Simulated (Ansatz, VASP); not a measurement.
# Two plane-wave programs on Ba2PdBr6

Contents of POSCAR:

```
Ba2PdBr6
1.0
    0.0000000000      4.9534050000      4.9534050000
    4.9534050000      0.0000000000      4.9534050000
    4.9534050000      4.9534050000      0.0000000000
Pd Ba Br
1 2 6
Direct
    0.0000000000      0.0000000000      0.0000000000
    0.2500000000      0.2500000000      0.2500000000
    0.7500000000      0.7500000000      0.7500000000
    0.7500000000      0.2500000000      0.2500000000
    0.2500000000      0.7500000000      0.2500000000
    0.2500000000      0.7500000000      0.7500000000
    0.7500000000      0.2500000000      0.7500000000
    0.2500000000      0.2500000000      0.7500000000
    0.7500000000      0.7500000000      0.2500000000
```

File INCAR.step1:

```
SYSTEM = Ba2PdBr6
  PREC = Accurate
  ENCUT = 520
  ISMEAR = -1
  SIGMA = 0.1
  LREAL = .False.
  LASPH = .True.
  NELM = 100
  NBANDS = 46
  GGA = PE
  ALGO = Normal
  EDIFF = 1E-4
  LWAVE = .True.
  LCHARG = .False.
```

INCAR.step2

```
SYSTEM = Ba2PdBr6
  PREC = Accurate
  ENCUT = 520
  EDIFF = 1E-6
  ISMEAR = -1
  SIGMA = 0.1
  LREAL = .False.
  LASPH = .True.
  NELM = 100
  ALGO = Normal
  ISIF = 2
  LWAVE = .False.
  LCHARG = .False.
  METAGGA = R2SCAN
  LMIXTAU = .True.
  NBANDS = 46
  ISTART = 1
```

The input KPOINTS:

```
Automatic mesh
0
Gamma
  6 6 6
  0 0 0
```

Input for Ansatz:

```yaml
crystal:
  lattice:
    - [0.0, 4.953405, 4.953405]
    - [4.953405, 0.0, 4.953405]
    - [4.953405, 4.953405, 0.0]
  atoms:
    - { symbol: Pd, position: [0.0, 0.0, 0.0] }
    - { symbol: Ba, position: [0.25, 0.25, 0.25] }
    - { symbol: Ba, position: [0.75, 0.75, 0.75] }
    - { symbol: Br, position: [0.75, 0.25, 0.25] }
    - { symbol: Br, position: [0.25, 0.75, 0.25] }
    - { symbol: Br, position: [0.25, 0.75, 0.75] }
    - { symbol: Br, position: [0.75, 0.25, 0.75] }
    - { symbol: Br, position: [0.25, 0.25, 0.75] }
    - { symbol: Br, position: [0.75, 0.75, 0.25] }
  symmetry: { tolerance: 0.0003 }
kpoints:
  mp_grid: { grid: [6, 6, 6], shift: [0, 0, 0] }
  band_path:
    path:
      - [0.0, 0.0, 0.0]
      - [0.5, 0.0, 0.5]
      - [0.625, 0.25, 0.625]
      - [0.375, 0.375, 0.75]
      - [0.0, 0.0, 0.0]
      - [0.5, 0.5, 0.5]
      - [0.5, 0.25, 0.75]
      - [0.5, 0.0, 0.5]
    npoints: 8
magnetization:
  spin_polarized: false
scf:
  occupations: { method: fermi_dirac }
  lower_state_search: "off"
  max_iter: 200
hamiltonian:
  pseudopotentials: { kind: paw }
  xc: r2scan
basis:
  ecutwfc: 500
  fft_grid_basis: typed
output:
  forces: true
  stress: true
  eigenvalues: true
  bader: true
  populations: true
  elf: true
  write_potential: true
  volumetric_format: npy
  dos:
    e_range: [-12, 8]
    de: 0.05
    projected: { site_lists: { Ba: [Ba], Br: [Br], Pd: [Pd] } }
  write_density: true
checkpoint:
  read: saved_state
```

Alike in both runs: task single point; functional r2SCAN; k mesh 6 × 6 × 6; no spin polarisation.

|  | VASP | Ansatz |
| --- | --- | --- |
| version | VASP 6.6.1 | Ansatz 0.2.0 |
| potentials or method | VASP PAW PBE potentials, release 64 (Pd, Ba_sv, Br), cutoff 520 eV | PAW plane waves |
| occupations | fermi-dirac, width 0.1 eV | fermi-dirac |
| valence electrons in the cell | 72 | 80 |

VASP gave:

- pressure (GPa): 6.5

Which values does Ansatz return?

Pressure (GPa): 6.1.

VASP's potentials were made for PBE, not for r2SCAN. VASP's potentials hold 72 valence electrons a cell and Ansatz's 80, so a difference there can come from the potentials and not from the codes.

Spin-orbit coupling is off throughout.
